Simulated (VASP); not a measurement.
Runs of VASP 6.6.1 on BaF2. The structure is that of space group Fm-3m (No. 225), or close to it. The cells are those of the table. 

```csv
task,spin,cell,cutoff (eV),gap on the mesh (eV),pressure (GPa),moment (μB)
single point,off,"a = 4.417 Å, angles 60.0°, 3 atoms",600,(a),0.9,-
electric field gradients,"non-collinear, zero start, SOC","a = 4.417 Å, angles 60.0°, 3 atoms",520,-,1.0,0.00
electric field gradients,off,"a = 4.417 Å, angles 60.0°, 3 atoms",520,6.68,1.0,-
relaxation of cell and atoms,off,"relaxed from a = 4.417 Å, angles 60.0°, 3 atoms",600,6.61,0.0,-
single point,"non-collinear, zero start, SOC","a = 4.417 Å, angles 60.0°, 3 atoms",600,-,0.9,0.00
single point,off,"a = 4.431 Å, angles 60.0°, 3 atoms",600,(b),0.4,-
```

Alike in all rows: level PBE; potentials or basis VASP PAW PBE potentials, release 64 (Ba_sv, F); k mesh 7 × 7 × 7; smearing fermi-dirac 0.02 eV.

Fill in the values left out.

(a) 6.69; (b) 6.64.

Caveats: spin-orbit coupling is left out, which moves the levels of the heavy elements (at least some runs); an odd mesh through Γ misses points on the zone boundary, where band edges can lie (at least some runs).

A k mesh can miss the band edges, and rows without SOC leave out spin-orbit coupling on Ba.
